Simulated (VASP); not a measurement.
Input of a VASP 6.6.1 run:

Contents of INCAR:

```
ALGO = Normal ; EDIFF = 1E-6
ENCUT = 520 ; GGA = PE
GGA_COMPAT = F ; ISIF = 2
ISMEAR = -1 ; LASPH = T
LCHARG = F ; LREAL = Auto
LWAVE = F ; NBANDS = 116
NELECT = 184.0 ; NELM = 120
PREC = Accurate ; SIGMA = 0.01
```

File KPOINTS:

```
Automatic mesh
0
Gamma
  2 2 2
  0.5 0.5 0.5
```

File POSCAR:

```
Si11BO23
1.0
   -2.5104095144      4.3481568267      5.5092742089
    5.0208190287      0.0000000000      5.5092742089
    5.0208190287      8.6963136534      0.0000000000
Si O B
11 23 1
Direct
    0.3996752363      0.9195793427      0.0508766144
    0.8916243721      0.4306578227      0.3014023293
   -0.0010589456      0.0070626525      0.2575725612
    0.4940284096      0.5168194592      0.0126391998
    0.1094034571      0.5775437321      0.4489123575
    0.6004871751      0.0834634518      0.2003593779
    0.3999144867      0.9296086592      0.5276893908
    0.9105991708      0.4385144040      0.7849248055
   -0.0057217066      0.0028768620      0.7599472361
    0.0840668555      0.5832141393      0.9660407449
    0.6367038630     -0.1338666697      0.7524525756
    0.0474579474      0.4631858238      0.3665955089
    0.5491118016      0.9745828387      0.1071046720
    0.0767230009      0.8122910448      0.3763332282
    0.6009645447      0.3112507601      0.1024618220
    0.1772556566      0.0356115071      0.1076634350
    0.6689564371      0.5187201114      0.3846449296
    0.3414665621      0.4809032758      0.4449064334
    0.8204796731      0.9758441533      0.2159269462
    0.4281962683      0.6800999041      0.1028594746
    0.9278412297      0.1965470317      0.3232400800
    0.4468827501      0.0709509901      0.3620087039
    0.9364680083      0.5436052058      0.1273840502
    0.0415835960      0.4636361487      0.8734180309
    0.5706401654      0.9006376305      0.6084575673
    0.0512542652      0.8199447886      0.8953346558
    0.1858535695      0.0275477521      0.6223350650
    0.6745964306      0.5970411127      0.8474716881
    0.3179210664      0.4985549004      0.9624105917
    0.8322199561      0.9411430842      0.7154737890
    0.4017889119      0.7123827766      0.5261749497
    0.9006357932      0.2138636914      0.8086467769
    0.4617748150     -0.0343475753      0.8714598922
    0.9653304229      0.5525125510      0.6159296060
    0.4740330784      0.5698464808      0.4503535208
```

Potentials or basis: VASP PAW PBE potentials, release 64 (Si, O, B).

Run with:

```sh
$ cat potpaw_PBE.64/Si/POTCAR potpaw_PBE.64/O/POTCAR potpaw_PBE.64/B/POTCAR > POTCAR
$ mpirun -np 1 vasp_std > vasp.out
```

(1) What does it give for the largest force?

## Answers

(1) 0.057 eV/Å.

Caveat: the cell carries a net charge on a neutralising background, which shifts energy and pressure.
